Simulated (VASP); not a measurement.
# C: single point with r2SCAN

Crystal: C.

```
CELL_PARAMETERS angstrom
0.00000 1.73564 1.69113
1.73564 0.00000 1.69113
1.73564 1.73564 0.00000
ATOMIC_POSITIONS crystal
C 0.50000 0.50000 0.50000
C 0.75000 0.75000 0.75000
```

This cell differs from its parent crystal: strain -0.025 along x and y, -0.050 along z.

```
Program                : VASP 6.6.1
Task                   : single point
Functional             : r2SCAN
Potentials or basis    : VASP PAW PBE potentials, release 64 (C)
Cutoff                 : 520 eV
k mesh                 : 12 × 12 × 12
Occupations            : gaussian, width 0.05 eV
Spin                   : no spin polarisation
Dipole correction      : no
Further INCAR settings : ALGO = Normal; EDIFF = 1e-07; NBANDS = 11
```

The pressure is 56.9 GPa and the band gap on the k mesh is 3.87 eV (least direct gap 5.61 eV).

Stress tensor (GPa, compression positive):
```
47.58  0.00  0.00
 0.00 47.58  0.00
 0.00  0.00 75.46
```

Levels at points of the mesh, in eV from the valence-band top:
| k point | band 1 | band 2 | band 3 | band 4 | band 5 | band 6 | band 7 | band 8 |
| --- | --- | --- | --- | --- | --- | --- | --- | --- |
| (0.00, 0.00, 0.00) | -24.52 | -0.43 | -0.43 | 0.00 | 5.61 | 5.98 | 5.98 | 16.19 |
| (0.50, 0.00, 0.00) | -17.92 | -15.61 | -3.83 | -3.30 | 8.90 | 8.97 | 10.62 | 17.45 |
| (0.50, 0.50, 0.00) | -14.38 | -14.38 | -7.94 | -7.94 | 4.49 | 4.49 | 19.45 | 19.45 |
| (0.50, 0.00, 0.50) | -14.84 | -14.84 | -7.50 | -7.50 | 5.19 | 5.19 | 19.27 | 19.27 |

It took 28 s on 1 thread of Intel(R) Xeon(R) 6975P-C (Granite Rapids) (shared host), peak memory 0.12 GiB.

Caveat: the cell differs from its parent crystal (strain -0.025 along x and y, -0.050 along z); the cell stands under pressure; the PAW data sets were made with another functional, which shifts forces and pressure a little. A k mesh can miss the band edges.
